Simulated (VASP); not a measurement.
Write the native input for VASP 6.6.1 that does the following.

```
Task                   : single point
Functional             : PBEsol
Potentials or basis    : VASP PAW PBE potentials, release 64 (Sn_d)
Cutoff                 : 520 eV
k mesh                 : 16 × 16 × 16
Occupations            : fermi-dirac, width 0.1 eV
Spin                   : no spin polarisation
Dipole correction      : no
Further INCAR settings : ALGO = Fast; EDIFF = 1e-06; NBANDS = 21
```

The structure of Sn lies in POSCAR:

```
Sn
1.0
   -2.7905934651      2.7905934651      1.5024216457
    2.7905934651     -2.7905934651      1.5024216457
    2.7905934651      2.7905934651     -1.5024216457
Sn
2
Direct
    0.0000000000      0.0000000000      0.0000000000
    0.7500000000      0.2500000000      0.5000000000
```

These files were run (other wordings do the same):

INCAR

```
SYSTEM = Sn
ALGO = Fast
EDIFF = 1E-6
ENCUT = 520
GGA = PS
ISIF = 2
ISMEAR = -1
LASPH = .True.
LCHARG = .False.
LREAL = .False.
LWAVE = .False.
NBANDS = 21
NELM = 80
PREC = Accurate
SIGMA = 0.1
```

KPOINTS

```
k-points
0
Gamma
  16 16 16
  0 0 0
```

Potentials or basis: VASP PAW PBE potentials, release 64 (Sn_d).

Command:

```console
$ cat potpaw_PBE.64/Sn_d/POTCAR > POTCAR
$ mpirun -np 1 vasp_std > vasp.out
```

Results of the run:

The pressure is 10.9 GPa and the band gap on the k mesh is zero (band 14 reaches 11.67 eV, above the bottom of band 15 at 6.55 eV).

Caveat: the PAW data sets were made with another functional, which shifts forces and pressure a little; spin-orbit coupling is left out, which moves the levels of the heavy elements.

It took 110 s on 1 thread of Intel(R) Xeon(R) 6975P-C (Granite Rapids), with other jobs on the host, peak memory 0.38 GiB.
